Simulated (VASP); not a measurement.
# Mg (Fd-3m) in VASP: further runs, part 2 of 2

VASP 6.6.1. Earlier steps stand in the parts before.

### 3 Single point, revPBE

This run uses another cell than the first one, of 41.91 Å³/atom, 1.042 times its volume.

INCAR reads:

```
  PREC = Accurate
  ENCUT = 520
  EDIFF = 1E-6
  ISMEAR = -1
  SIGMA = 0.1
  LREAL = F
  LASPH = T
  NELM = 80
  ALGO = Normal
  ISIF = 2
  LWAVE = F
  LCHARG = F
  GGA = RE
  NBANDS = 9
```

KPOINTS reads:

```
regular mesh
0
Gamma
  9 9 9
```

POSCAR reads:

```
Mg
1.0
    0.0000000000      3.4734667056      3.4734667056
    3.4734667056      0.0000000000      3.4734667056
    3.4734667056      3.4734667056      0.0000000000
Mg
2
Direct
    0.1250000000      0.1250000000      0.1250000000
    0.8750000000      0.8750000000      0.8750000000
```

Potentials or basis: VASP PAW PBE potentials, release 64 (Mg).

Run with:

```
> cat potpaw_PBE.64/Mg/POTCAR > POTCAR
> mpirun -np 1 vasp_std > vasp.out
```

OUTCAR:

```text
PREC = Accurate
   ENCUT = 520
   EDIFF = 1E-6
   ISMEAR = -1
   LREAL = F
   LASPH = T
   NELM = 80
   ISIF = 2
   GGA = RE

 ion  position               nearest neighbor table
   1  0.125  0.125  0.125-   2 3.01   2 3.01   2 3.01   2 3.01
   2  0.875  0.875  0.875-   1 3.01   1 3.01   1 3.01   1 3.01

  LATTYP: Found a face centered cubic cell.
 ALAT       =     6.9469334112

  Lattice vectors:

 A1 = (   0.0000000000,   3.4734667056,   3.4734667056)
 A2 = (   3.4734667056,   0.0000000000,   3.4734667056)
 A3 = (   3.4734667056,   3.4734667056,   0.0000000000)

Analysis of symmetry for initial positions (statically):
=====================================================================
 Subroutine PRICEL returns:
 Original cell was already a primitive cell.

 Routine SETGRP: Setting up the symmetry group for a
 face centered cubic supercell.

 Subroutine GETGRP returns: Found 48 space group operations
 (whereof 12 operations were pure point group operations)
 out of a pool of 48 trial point group operations.
[... 161 lines left out ...]
  free energy    TOTEN  =        -1.21512324 eV

  energy without entropy =       -1.17312864  energy(sigma->0) =       -1.19412594

 E-fermi :   0.0592     XC(G=0):  -6.5092

 val. band max:       -0.0136040188   @ k =  -0.2222   0.3333   0.1111
 cond. band min:       0.2097530309   @ k =  -0.4444   0.3333   0.1111
 fundamental gap:      0.2233570498
 Fermi energy:         0.0591545509

 k-point     1 :       0.0000    0.0000    0.0000
  band No.  band energies     occupation
      1      -4.7692      2.00000
      2       3.1453      0.00000
      3       3.1453      0.00000
      4       3.1453      0.00000
      5       4.2104      0.00000
      6       4.2104      0.00000
      7       4.2104      0.00000
      8       5.6059      0.00000
      9       6.7018      0.00000
[... 265 lines left out ...]
 k-point    24 :       0.4444    0.4444    0.0000
  band No.  band energies     occupation
      1      -2.5284      2.00000
      2      -1.3481      2.00000
      3       1.0300      0.00012
      4       1.0300      0.00012
      5       2.4542      0.00000
      6       2.6124      0.00000
      7       8.8729      0.00000
      8       8.8729      0.00000
      9       9.4431      0.00000

 [... further k-points ...]
[... 5 lines left out ...]
  --------------------------------------------------------------------------------------
  -------------------------------------------------------------------------------------
  Total       -0.0156165     -0.0156165     -0.0156165      0.0000000     -0.0000000     -0.0000000
  in kB       -0.2985218     -0.2985218     -0.2985218      0.0000000     -0.0000000     -0.0000000
  external PRESSURE =      -0.2985218 kB  Pullay stress =       0.0000000 kB

 VOLUME and BASIS-vectors are now :
 -----------------------------------------------------------------------------
  energy-cutoff  :      520.00
  volume of cell :       83.81
      direct lattice vectors                 reciprocal lattice vectors
     0.000000000  3.473466706  3.473466706    -0.143948407  0.143948407  0.143948407
     3.473466706  0.000000000  3.473466706     0.143948407 -0.143948407  0.143948407
     3.473466706  3.473466706  0.000000000     0.143948407  0.143948407 -0.143948407

 POSITION                                       TOTAL-FORCE (eV/Angst)
 -----------------------------------------------------------------------------------
      0.86837      0.86837      0.86837        -0.000000      0.000000     -0.000000
      6.07857      6.07857      6.07857         0.000000     -0.000000      0.000000
 -----------------------------------------------------------------------------------
    total drift:                               -0.000000     -0.000000     -0.000000

  FREE ENERGIE OF THE ION-ELECTRON SYSTEM (eV)
  ---------------------------------------------------
  free  energy   TOTEN  =        -1.2151232425 eV

  energy  without entropy=       -1.1731286381  energy(sigma->0) =       -1.19412594
```

OSZICAR:

```text
N       E                     dE             d eps       ncg     rms          rms(c)
DAV:   1     0.129463799383E+01    0.12946E+01   -0.10256E+03   630   0.285E+02
DAV:   2    -0.117084612179E+01   -0.24655E+01   -0.23379E+01   809   0.211E+01
DAV:   3    -0.120903081641E+01   -0.38185E-01   -0.38099E-01   857   0.270E+00
DAV:   4    -0.120919590392E+01   -0.16509E-03   -0.16508E-03   836   0.176E-01
DAV:   5    -0.120919679405E+01   -0.89012E-06   -0.89009E-06   838   0.127E-02    0.629E-01
DAV:   6    -0.121292658427E+01   -0.37298E-02   -0.34814E-03   749   0.257E-01    0.411E-01
DAV:   7    -0.121491701977E+01   -0.19904E-02   -0.13149E-02   691   0.488E-01    0.341E-02
DAV:   8    -0.121510784141E+01   -0.19082E-03   -0.55101E-04   756   0.917E-02    0.776E-03
DAV:   9    -0.121512284611E+01   -0.15005E-04   -0.17696E-05   828   0.182E-02    0.296E-03
DAV:  10    -0.121512324246E+01   -0.39635E-06   -0.35704E-06   723   0.758E-03
   1 F= -.12151232E+01 E0= -.11941259E+01  d E =-.419946E-01
```

stdout:

```text
POSCAR found type information on POSCAR Mg
 POSCAR found :  1 types and       2 ions
 scaLAPACK will be used
 -----------------------------------------------------------------------------
|                                                                             |
|                                                                             |
|     You enforced a specific xc type in the INCAR file but a different       |
|     I HOPE YOU KNOW WHAT YOU ARE DOING!                                     |
|                                                                             |
 -----------------------------------------------------------------------------

 LDA part: xc-table for (Slater+PW92), standard interpolation
 POSCAR, INCAR and KPOINTS ok, starting setup
 FFT: planning ... GRIDC
 FFT: planning ... GRID_SOFT
 FFT: planning ... GRID
 WAVECAR not read
 entering main loop
```

It took 48 s on 1 thread of AMD EPYC 7R13, shared host; peak memory 0.2 GiB.

What came out:

```
Free energy            : -1.2151 eV
Pressure               : 0.0 GPa
Band gap on the k mesh : zero (band 2 reaches 3.15 eV, above the bottom of band 3 at -0.37 eV)
```

Levels at points of the mesh, in eV from the Fermi level:
| k point | band 1 | band 2 | band 3 | band 4 | band 5 | band 6 | band 7 |
| --- | --- | --- | --- | --- | --- | --- | --- |
| (0.00, 0.00, 0.00) | -4.83 | 3.09 | 3.09 | 3.09 | 4.15 | 4.15 | 4.15 |

Caveat: the PAW data sets were made with another functional, which shifts forces and pressure a little.

### 4 Single point, revPBE (volume scaled by 1.04)

INCAR reads:

```
SYSTEM = Mg
PREC     = Accurate       ! precision mode
ENCUT    = 520            ! plane-wave cutoff, eV
EDIFF    = 1E-6           ! SCF threshold, eV
ISMEAR   = -1             ! smearing method
SIGMA    = 0.1            ! smearing width, eV
LREAL    = .False.        ! projectors in reciprocal space
LASPH    = .True.         ! aspherical terms in the spheres
NELM     = 100            ! most SCF steps
ALGO     = Normal         ! electronic algorithm
ISIF     = 2              ! what is computed and relaxed
LWAVE    = .False.        ! write WAVECAR
LCHARG   = .True.         ! write CHGCAR
GGA      = RE             ! functional
LELF     = .True.         ! ELF
LVHAR    = .True.       
NBANDS   = 9              ! bands
```

KPOINTS reads:

```
regular mesh
0
Gamma
  9 9 9
  0 0 0
```

POSCAR reads:

```
Mg
1.0
    0.0000000000      3.5191754567      3.5191754567
    3.5191754567      0.0000000000      3.5191754567
    3.5191754567      3.5191754567      0.0000000000
Mg
2
Direct
    0.1250000000      0.1250000000      0.1250000000
    0.8750000000      0.8750000000      0.8750000000
```

Run with:

```
> cat potpaw_PBE.64/Mg/POTCAR > POTCAR
> mpirun -np 1 vasp_std > vasp.out
```

It took 56 s on 1 thread of AMD EPYC 7R13, shared host; peak memory 0.2 GiB.

It converged, with:

| Property | Result |
| --- | --- |
| Free energy | -1.2106 eV |
| Pressure | -0.4 GPa |
| Band gap on the k mesh | zero (band 2 reaches 2.94 eV, above the bottom of band 3 at -0.44 eV) |

Levels at points of the mesh, in eV from the Fermi level:
| k point | band 1 | band 2 | band 3 | band 4 | band 5 |
| --- | --- | --- | --- | --- | --- |
| (0.00, 0.00, 0.00) | -4.73 | 2.99 | 2.99 | 2.99 | 4.05 |

Caveat: the cell differs from its parent crystal (volume scaled by 1.04); the PAW data sets were made with another functional, which shifts forces and pressure a little.

### 5 Summary

| cell | gap on the mesh (eV) | pressure (GPa) |
| --- | --- | --- |
| a = 4.846 Å, angles 60.0°, 2 atoms | none | 0.4 |
| a = 4.912 Å, angles 60.0°, 2 atoms | none | 0.0 |
| a = 4.977 Å, angles 60.0°, 2 atoms | none | -0.4 |

Alike in all rows: task single point; level revPBE; potentials or basis VASP PAW PBE potentials, release 64 (Mg); no spin polarisation; k mesh 9 × 9 × 9; cutoff (eV) 520; smearing fermi-dirac 0.1 eV.

Caveats: the PAW data sets were made with another functional, which shifts forces and pressure a little.

Total energies depend on the potentials used, so only differences within one code and one set of settings carry meaning.
